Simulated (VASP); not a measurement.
# Rb2Ni (P4/mmm) in VASP: a series of runs

Rb2Ni is run at these levels: PBE; tasks: single point.

Everything below comes from runs of VASP 6.6.1. Logs are shortened: lines on timing, memory, paths and dates and some standing lists are left out, and cuts for length are marked.

### Step 1. The cell of the first run

It takes space group P4/mmm (No. 123, tetragonal). Conventional cell: a = 3.654 Å, b = 3.654 Å, c = 7.080 Å, α = 90.00°, β = 90.00°, γ = 90.00°. Within 4.1 Å of Rb (site symmetry 4mm) lie 4 Ni at 3.09 Å and 6 Rb at 3.37 to 3.71 Å. Within 4.1 Å of Ni (site symmetry 4/mmm) lie 8 Rb at 3.09 Å and 4 Ni at 3.65 Å.

The cell was built from a structure type or drawn by symmetry, and may not be a known phase.

### Step 2. Single point, PBE, collinear spin, ferromagnetic start

Contents of INCAR:

```
SYSTEM = Rb2Ni
PREC     = Accurate       ! precision mode
ENCUT    = 520            ! plane-wave cutoff, eV
EDIFF    = 1E-7           ! SCF threshold, eV
ISMEAR   = 0              ! smearing method
SIGMA    = 0.1            ! smearing width, eV
LREAL    = .False.        ! projectors in reciprocal space
LASPH    = .True.         ! aspherical terms in the spheres
NELM     = 150            ! most SCF steps
ALGO     = Normal         ! electronic algorithm
ISIF     = 2              ! what is computed and relaxed
LWAVE    = .False.        ! write WAVECAR
LCHARG   = .True.         ! write CHGCAR
ISPIN    = 2              ! spin polarisation
MAGMOM   = 0 0 2          ! initial moments
LORBIT   = 11             ! projections on sites
LMAXMIX  = 4              ! l up to which the mixer works
GGA      = PE             ! functional
LELF     = .True.         ! ELF
LVHAR    = .True.       
NBANDS   = 25             ! bands
```

Contents of KPOINTS:

```
regular mesh
0
Gamma
  6 6 4
  0 0 0
```

Contents of POSCAR:

```
Rb2Ni
1.0
    3.6535622900      0.0000000000      0.0000000000
    0.0000000000      3.6535622900      0.0000000000
    0.0000000000      0.0000000000      7.0802911500
Rb Ni
2 1
Direct
    0.0000000000      0.0000000000      0.7617032000
    0.0000000000      0.0000000000      0.2382968000
    0.5000000000      0.5000000000      0.0000000000
```

Potentials or basis: VASP PAW PBE potentials, release 64 (Rb_sv, Ni).

Command:

```
cat potpaw_PBE.64/Rb_sv/POTCAR potpaw_PBE.64/Ni/POTCAR > POTCAR
mpirun -np 1 vasp_std > vasp.out
```

OUTCAR:

```text
SYSTEM = Rb2Ni
   PREC = Accurate
   ENCUT = 520
   EDIFF = 1E-7
   ISMEAR = 0
   LREAL = .False.
   LASPH = .True.
   NELM = 150
   ISIF = 2
   ISPIN = 2
   LORBIT = 11
   GGA = PE

 ion  position               nearest neighbor table
   1  0.000  0.000  0.762-   3 3.09   3 3.09   3 3.09   3 3.09   2 3.37   2 3.71   2 4.97   2 4.97
                             2 4.97   2 4.97   2 5.20   2 5.20   2 5.20   2 5.20
   2  0.000  0.000  0.238-   3 3.09   3 3.09   3 3.09   3 3.09   1 3.37   1 3.71   1 4.97   1 4.97
                             1 4.97   1 4.97   1 5.20   1 5.20   1 5.20   1 5.20
   3  0.500  0.500  0.000-   1 3.09   2 3.09   1 3.09   2 3.09   1 3.09   2 3.09   1 3.09   2 3.09

  LATTYP: Found a simple tetragonal cell.
 ALAT       =     3.6535622900
 C/A-ratio  =     1.9379144484

  Lattice vectors:

 A1 = (   3.6535622900,   0.0000000000,   0.0000000000)
 A2 = (   0.0000000000,   3.6535622900,   0.0000000000)
 A3 = (   0.0000000000,   0.0000000000,   7.0802911500)

Analysis of symmetry for initial positions (statically):
=====================================================================
 Subroutine PRICEL returns:
 Original cell was already a primitive cell.

 Routine SETGRP: Setting up the symmetry group for a
 simple tetragonal supercell.

 Subroutine GETGRP returns: Found 16 space group operations
 (whereof 16 operations were pure point group operations)
 out of a pool of 16 trial point group operations.

The static configuration has the point symmetry D_4h.

Analysis of symmetry for dynamics (positions and initial velocities):
=====================================================================
 Subroutine PRICEL returns:
 Original cell was already a primitive cell.

 Routine SETGRP: Setting up the symmetry group for a
 simple tetragonal supercell.

 Subroutine GETGRP returns: Found 16 space group operations
 (whereof 16 operations were pure point group operations)
 out of a pool of 16 trial point group operations.

The dynamic configuration has the point symmetry D_4h.

Analysis of structural, dynamic, and magnetic symmetry:
=====================================================================
 Subroutine PRICEL returns:
 Original cell was already a primitive cell.

 Routine SETGRP: Setting up the symmetry group for a
 simple tetragonal supercell.

 Subroutine GETGRP returns: Found 16 space group operations
 (whereof 16 operations were pure point group operations)
 out of a pool of 16 trial point group operations.

The overall configuration has the point symmetry D_4h.

 Subroutine INISYM returns: Found 16 space group operations
 (whereof 16 operations are pure point group operations),
 and found     1 'primitive' translations

----------------------------------------------------------------------------------------

                                     Primitive cell

  volume of cell :      94.5114

  direct lattice vectors                    reciprocal lattice vectors
     3.653562290  0.000000000  0.000000000     0.273705474  0.000000000  0.000000000
     0.000000000  3.653562290  0.000000000     0.000000000  0.273705474  0.000000000
     0.000000000  0.000000000  7.080291150     0.000000000  0.000000000  0.141237130

  length of vectors
     3.653562290  3.653562290  7.080291150     0.273705474  0.273705474  0.141237130

  position of ions in fractional coordinates (direct lattice)
     0.000000000  0.000000000  0.761703200
     0.000000000  0.000000000  0.238296800
     0.500000000  0.500000000  0.000000000

  ion indices of the primitive-cell ions
   primitive index   ion index
                 1           1
                 2           2
                 3           3

----------------------------------------------------------------------------------------

 KPOINTS: regular mesh

Automatic generation of k-mesh.
 Grid dimensions read from file:
 generate k-points for:    6    6    4

 Generating k-lattice:

  Cartesian coordinates                     Fractional coordinates (reciprocal lattice)
     0.045617579  0.000000000  0.000000000     0.166666667  0.000000000  0.000000000
     0.000000000  0.045617579  0.000000000     0.000000000  0.166666667  0.000000000
     0.000000000  0.000000000  0.035309282     0.000000000  0.000000000  0.250000000

  Length of vectors
     0.045617579  0.045617579  0.035309282

  Shift w.r.t. Gamma in fractional coordinates (k-lattice)
     0.000000000  0.000000000  0.000000000

 Subroutine IBZKPT returns following result:
 ===========================================

 Found     30 irreducible k-points:

 Following reciprocal coordinates:
            Coordinates               Weight
  0.000000  0.000000  0.000000      1.000000
  0.166667  0.000000  0.000000      4.000000
  0.333333  0.000000  0.000000      4.000000
  0.500000  0.000000  0.000000      2.000000
  0.166667  0.166667  0.000000      4.000000
  0.333333  0.166667  0.000000      8.000000
[... 16 lines left out ...]
  0.333333  0.000000  0.500000      4.000000
  0.500000  0.000000  0.500000      2.000000
 [... further k-points ...]
   k-points           NKPTS =     30   k-points in BZ     NKDIM =     30   number of bands    NBANDS=     25
   number of dos      NEDOS =    301   number of ions     NIONS =      3
   total plane-waves  NPLWV =  42336
   dimension x,y,z NGX =    28 NGY =   28 NGZ =   54
   dimension x,y,z NGXF=    56 NGYF=   56 NGZF=  108
   ions per type =               2   1
   NGX,Y,Z   is equivalent  to a cutoff of  12.74, 12.74, 12.68 a.u.
   NGXF,Y,Z  is equivalent  to a cutoff of  25.48, 25.48, 25.36 a.u.
 SYSTEM =  Rb2Ni
   PREC   = accura    normal or accurate (medium, high low for compatibility)
   ISTART =      0    job   : 0-new  1-cont  2-samecut
   ICHARG =      2    charge: 1-file 2-atom 10-const
   ISPIN  =      2    spin polarized calculation?
   LNONCOLLINEAR =      F non collinear calculations
   LSORBIT =      F    spin-orbit coupling
   LASPH  =      T    aspherical Exc in radial PAW
   ENCUT  =  520.0 eV  38.22 Ry    6.18 a.u.   6.79  6.79 13.16*2*pi/ulx,y,z
   NELM   =    150;   NELMIN=  2; NELMDL= -5     # of ELM steps
   EDIFF  = 0.1E-06   stopping-criterion for ELM
   LREAL  =      F    real-space projection
   EDIFFG = 0.1E-05   stopping-criterion for IOM
   NSW    =      0    number of steps for IOM
   IBRION =     -1    ionic relax: 0-MD 1-quasi-New 2-CG
   NFREE  =      0    steps in history (QN), initial steepest desc. (CG)
   ISIF   =      2    stress and relaxation
   ISYM   =      2    0-nonsym 1-usesym 2-fastsym
   POTIM  = 0.5000    time-step for ionic-motion
   TEBEG  =    0.0;   TEEND  =   0.0 temperature during run
   PSTRESS=    0.0 pullay stress
   NELECT =      28.0000    total number of electrons
   NUPDOWN=      -1.0000    fix difference up-down
   EMIN   =  10.00;   EMAX   =-10.00  energy-range for DOS
   EFERMI =   0.00;   METHOD = LEGACY
   ISMEAR =     0;   SIGMA  =   0.10  broadening in eV -4-tet -1-fermi 0-gaus
   EFERMI_NEDOS =   21; number of points for ismear=-14 and -15
   IALGO  =     38    algorithm
   IMIX   =      4    mixing-type and parameters
     AMIX     =   0.40;   BMIX     =  1.00
     AMIX_MAG =   1.60;   BMIX_MAG =  1.00
  volume/ion in A,a.u.               =      31.50       212.60
  Fermi-wavevector in a.u.,A,eV,Ry     =   1.091355  2.062362 16.205303  1.191056
  Thomas-Fermi vector in A             =   2.227599
   LORBIT       =     11    0 simple, 1 ext, 2 COOP (PROOUT), +10 PAW based schemes
   GGA     = PE    functional components
   LHFCALC =     F    Hartree Fock is set to
   AEXX    =    0.0000 exact exchange contribution
   IVDW    =     0    specifies the selected vdW correction
   LEPSILON=     F    determine dielectric tensor
   LRPA    =     F    only Hartree local field effects (RPA)
 spin polarized calculation
 Gauss-broadening in eV      SIGMA  =   0.10
  energy-cutoff  :      520.00
  volume of cell :       94.51
 maximum number of plane-waves:      2572
 NGX is ok and might be reduce to    28
   NGX = 13   NGY = 13   NGZ = 27

 number of electron      28.0000003 magnetization       0.2074632

 number of electron      28.0000003 magnetization      -0.3045778

 Free energy of the ion-electron system (eV)
  ---------------------------------------------------
  ext. energy  EPLUGINS =         0.00000000
  ---------------------------------------------------
  free energy    TOTEN  =        -4.55858272 eV

  energy without entropy =       -4.55197381  energy(sigma->0) =       -4.55527827

 E-fermi :   2.6833     XC(G=0):  -8.3183

 val. band max:        2.6751038097   @ k =   0.5000   0.5000   0.2500
 cond. band min:       2.6880148642   @ k =   0.5000   0.0000   0.0000
 fundamental gap:      0.0129110545
 Fermi energy:         2.6833465451

 spin component 1

 k-point     1 :       0.0000    0.0000    0.0000
  band No.  band energies     occupation
      1     -25.4400      1.00000
      2     -25.3179      1.00000
      3     -10.3400      1.00000
      4      -9.1667      1.00000
      5      -9.1667      1.00000
      6      -9.0850      1.00000
[... 661 lines left out ...]
     24      10.3145      0.00000
     25      10.3241      0.00000

 [... further k-points ...]

 spin component 2

 k-point     1 :       0.0000    0.0000    0.0000
  band No.  band energies     occupation
      1     -25.4342      1.00000
      2     -25.3124      1.00000
      3     -10.3293      1.00000
      4      -9.1605      1.00000
      5      -9.1605      1.00000
      6      -9.0771      1.00000
[... 661 lines left out ...]
     24      10.3190      0.00000
     25      10.3365      0.00000

 [... further k-points ...]

------------------------ aborting loop because EDIFF is reached ----------------------------------------

  FORCE on cell =-STRESS in cart. coord.  units (eV):
  Direction    XX          YY          ZZ          XY          YZ          ZX
  --------------------------------------------------------------------------------------
  -------------------------------------------------------------------------------------
  Total        3.5659974      3.5659974      4.0509693      0.0000000      0.0000000     -0.0000000
  in kB       60.4515529     60.4515529     68.6728990      0.0000000      0.0000000     -0.0000000
  external PRESSURE =      63.1920016 kB  Pullay stress =       0.0000000 kB

 VOLUME and BASIS-vectors are now :
 -----------------------------------------------------------------------------
  energy-cutoff  :      520.00
  volume of cell :       94.51
      direct lattice vectors                 reciprocal lattice vectors
     3.653562290  0.000000000  0.000000000     0.273705474  0.000000000  0.000000000
     0.000000000  3.653562290  0.000000000     0.000000000  0.273705474  0.000000000
     0.000000000  0.000000000  7.080291150     0.000000000  0.000000000  0.141237130

 POSITION                                       TOTAL-FORCE (eV/Angst)
 -----------------------------------------------------------------------------------
      0.00000      0.00000      5.39308         0.000000     -0.000000     -0.666202
      0.00000      0.00000      1.68721        -0.000000      0.000000      0.666202
      1.82678      1.82678      0.00000         0.000000      0.000000     -0.000000
 -----------------------------------------------------------------------------------
    total drift:                                0.000000      0.000000      0.000000

  FREE ENERGIE OF THE ION-ELECTRON SYSTEM (eV)
  ---------------------------------------------------
  free  energy   TOTEN  =        -4.5585827180 eV

  energy  without entropy=       -4.5519738139  energy(sigma->0) =       -4.55527827

 total charge

# of ion       s       p       d       tot
------------------------------------------
    1        1.974   5.295   0.086   7.355
    2        1.974   5.295   0.086   7.355
    3        0.588   0.064   8.479   9.131
--------------------------------------------------
tot          4.537  10.654   8.652  23.842

 magnetization (x)

# of ion       s       p       d       tot
------------------------------------------
    1        0.002   0.001   0.004   0.006
    2        0.002   0.001   0.004   0.006
    3       -0.032   0.005  -0.346  -0.373
--------------------------------------------------
tot         -0.029   0.006  -0.338  -0.362
```

It took 74 s on 1 thread of Intel Xeon 6975P-C (Granite Rapids), shared host; peak memory 0.29 GiB.

What came out:

```yaml
Free_energy: -4.5586 eV
Pressure: 6.3 GPa
Largest_force: 0.666 eV/Å
Net_moment: -0.30 μB per cell
Site_moments: Rb +0.01; Ni -0.37 μB
Valence_electrons_inside_the_program's_atomic_spheres: Rb 7.36; Ni 9.13
```

Forces on the atoms (eV/Å):
```
Rb   0.000  0.000 -0.666
Rb   0.000  0.000  0.666
Ni   0.000  0.000  0.000
```

Caveat: the cell stands under pressure.

### Step 3. Single point, PBE, collinear spin, ferromagnetic start

This run uses another cell than the first one, of 50.99 Å³/atom.

Contents of INCAR:

```
  PREC = Accurate
  ENCUT = 520
  EDIFF = 1E-7
  ISMEAR = 0
  SIGMA = 0.1
  LREAL = False
  LASPH = True
  NELM = 150
  ALGO = Normal
  ISIF = 2
  LWAVE = False
  LCHARG = True
  ISPIN = 2
  MAGMOM = 0 0 2
  LORBIT = 11
  LMAXMIX = 4
  GGA = PE
  LELF = True
  LVHAR = True
  NBANDS = 25
```

Contents of KPOINTS:

```
Automatic mesh
0
Gamma
  6 6 4
```

Contents of POSCAR:

```
Rb2Ni
1.0
    4.1677590660      0.0000000000      0.0000000000
    0.0000000000      4.1677590660      0.0000000000
    0.0000000000      0.0000000000      8.8065124401
Rb Ni
2 1
Direct
    0.0000000000      0.0000000000      0.7831524691
    0.0000000000      0.0000000000      0.2168475309
    0.5000000000      0.5000000000      0.0000000000
```

Potentials or basis: VASP PAW PBE potentials, release 64 (Rb_sv, Ni).

Command:

```
cat potpaw_PBE.64/Rb_sv/POTCAR potpaw_PBE.64/Ni/POTCAR > POTCAR
mpirun -np 1 vasp_std > vasp.out
```

OUTCAR:

```text
PREC = Accurate
   ENCUT = 520
   EDIFF = 1E-7
   ISMEAR = 0
   LREAL = False
   LASPH = True
   NELM = 150
   ISIF = 2
   ISPIN = 2
   LORBIT = 11
   GGA = PE

 ion  position               nearest neighbor table
   1  0.000  0.000  0.783-   3 3.51   3 3.51   3 3.51   3 3.51   2 3.82   2 4.99   2 5.65   2 5.65
                             2 5.65   2 5.65
   2  0.000  0.000  0.217-   3 3.51   3 3.51   3 3.51   3 3.51   1 3.82   1 4.99   1 5.65   1 5.65
                             1 5.65   1 5.65
   3  0.500  0.500  0.000-   1 3.51   2 3.51   1 3.51   2 3.51   1 3.51   2 3.51   1 3.51   2 3.51

  LATTYP: Found a simple tetragonal cell.
 ALAT       =     4.1677590660
 C/A-ratio  =     2.1130090057

  Lattice vectors:

 A1 = (   4.1677590660,   0.0000000000,   0.0000000000)
 A2 = (   0.0000000000,   4.1677590660,   0.0000000000)
 A3 = (   0.0000000000,   0.0000000000,   8.8065124401)

Analysis of symmetry for initial positions (statically):
[... 1546 lines left out ...]

 [... further k-points ...]

------------------------ aborting loop because EDIFF is reached ----------------------------------------

  FORCE on cell =-STRESS in cart. coord.  units (eV):
  Direction    XX          YY          ZZ          XY          YZ          ZX
  --------------------------------------------------------------------------------------
  -------------------------------------------------------------------------------------
  Total       -0.0060375     -0.0060375      0.0855793     -0.0000000      0.0000000     -0.0000000
  in kB       -0.0632348     -0.0632348      0.8963350     -0.0000000      0.0000000     -0.0000000
  external PRESSURE =       0.2566218 kB  Pullay stress =       0.0000000 kB

 VOLUME and BASIS-vectors are now :
 -----------------------------------------------------------------------------
  energy-cutoff  :      520.00
  volume of cell :      152.97
      direct lattice vectors                 reciprocal lattice vectors
     4.167759066  0.000000000  0.000000000     0.239937094  0.000000000  0.000000000
     0.000000000  4.167759066  0.000000000     0.000000000  0.239937094  0.000000000
     0.000000000  0.000000000  8.806512440     0.000000000  0.000000000  0.113552329

 POSITION                                       TOTAL-FORCE (eV/Angst)
 -----------------------------------------------------------------------------------
      0.00000      0.00000      6.89684        -0.000000     -0.000000     -0.002967
      0.00000      0.00000      1.90967         0.000000      0.000000      0.002967
      2.08388      2.08388      0.00000         0.000000      0.000000      0.000000
 -----------------------------------------------------------------------------------
    total drift:                                0.000000     -0.000000     -0.000000

  FREE ENERGIE OF THE ION-ELECTRON SYSTEM (eV)
  ---------------------------------------------------
  free  energy   TOTEN  =        -5.2666053698 eV

  energy  without entropy=       -5.2500036758  energy(sigma->0) =       -5.25830452

 total charge

# of ion       s       p       d       tot
------------------------------------------
    1        1.958   5.320   0.033   7.311
    2        1.958   5.320   0.033   7.311
    3        0.524   0.031   8.420   8.975
--------------------------------------------------
tot          4.439  10.671   8.486  23.597

 magnetization (x)

# of ion       s       p       d       tot
------------------------------------------
    1       -0.002  -0.002  -0.004  -0.008
    2       -0.002  -0.002  -0.004  -0.008
    3        0.020  -0.005   0.591   0.606
--------------------------------------------------
tot          0.015  -0.008   0.583   0.590
```

OSZICAR:

```text
N       E                     dE             d eps       ncg     rms          rms(c)
DAV:   1     0.185618805660E+03    0.18562E+03   -0.11134E+04  3000   0.953E+02
DAV:   2     0.124761600939E+02   -0.17314E+03   -0.16209E+03  3360   0.222E+02
DAV:   3    -0.388562679566E+01   -0.16362E+02   -0.16223E+02  4114   0.683E+01
[... 16 lines left out ...]
DAV:  20    -0.526655559965E+01   -0.31051E-04   -0.73497E-05  3327   0.279E-02    0.196E-02
DAV:  21    -0.526658324906E+01   -0.27649E-04   -0.11537E-04  3277   0.236E-02    0.860E-03
DAV:  22    -0.526659680523E+01   -0.13556E-04   -0.57608E-05  3412   0.145E-02    0.438E-03
DAV:  23    -0.526660343949E+01   -0.66343E-05   -0.41893E-05  3279   0.121E-02    0.376E-03
DAV:  24    -0.526660534989E+01   -0.19104E-05   -0.16805E-05  3504   0.807E-03    0.115E-03
DAV:  25    -0.526660536975E+01   -0.19866E-07   -0.64925E-07  3302   0.275E-03
   1 F= -.52666054E+01 E0= -.52583045E+01  d E =-.166017E-01  mag=     0.4432
```

stdout:

```text
POSCAR found type information on POSCAR RbNi
 POSCAR found :  2 types and       3 ions
 scaLAPACK will be used
 LDA part: xc-table for (Slater+PW92), standard interpolation
 POSCAR, INCAR and KPOINTS ok, starting setup
 FFT: planning ... GRIDC
 FFT: planning ... GRID_SOFT
 FFT: planning ... GRID
 WAVECAR not read
 entering main loop
```

It took 2.4 min on 1 thread of Intel Xeon 6975P-C (Granite Rapids), shared host; peak memory 0.4 GiB.

What came out:

| Property | Result |
| --- | --- |
| Free energy | -5.2666 eV |
| Pressure | 0.0 GPa |
| Net moment | 0.44 μB per cell |
| Site moments | Rb -0.01; Ni +0.61 μB |
| Valence electrons inside the program's atomic spheres | Rb 7.31; Ni 8.97 |

Forces on the atoms (eV/Å):
```
Rb   0.000  0.000 -0.003
Rb   0.000  0.000  0.003
Ni   0.000  0.000  0.000
```

Stress tensor (GPa, compression positive):
```
-0.01  0.00  0.00
 0.00 -0.01  0.00
 0.00  0.00  0.09
```
